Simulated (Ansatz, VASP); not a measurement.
## TiB4: VASP beside Ansatz

```
CELL_PARAMETERS angstrom
3.74700 0.00000 0.00000
0.00000 3.74700 0.00000
0.00000 0.00000 3.74700
ATOMIC_POSITIONS crystal
Ti 0.00000 0.00000 0.00000
B 0.33706 0.33706 0.33706
B 0.66294 0.66294 0.33706
B 0.33706 0.66294 0.66294
B 0.66294 0.33706 0.66294
```

Change from the starting cell: species swapped into the SnI4 type (P-43m, No. 215).

Alike in both runs: task relaxation of cell and atoms; functional PBE; k mesh 10 × 10 × 10; occupations gaussian, width 0.1 eV; no spin polarisation.

```csv
,VASP,Ansatz
version,VASP 6.6.1,Ansatz 0.2.0
potentials or method,"VASP PAW PBE potentials, release 64 (Ti_sv, B), cutoff 600 eV","scalar-relativistic, plane waves, PAW"
valence electrons in the cell,24,24
```

|  | VASP | Ansatz | Ansatz less VASP |
| --- | --- | --- | --- |
| gap on the k mesh at the Fermi level, each at its own relaxed structure (eV) | none | none | - |
| relaxed volume (Å³/atom) | 10.53 | 10.53 | -0.001 |
| relaxed cell length with the largest relative difference (Å) | 3.748 | 3.748 | -0.0001 |

A gap of «none» marks a metal or a gap that the smearing closes.
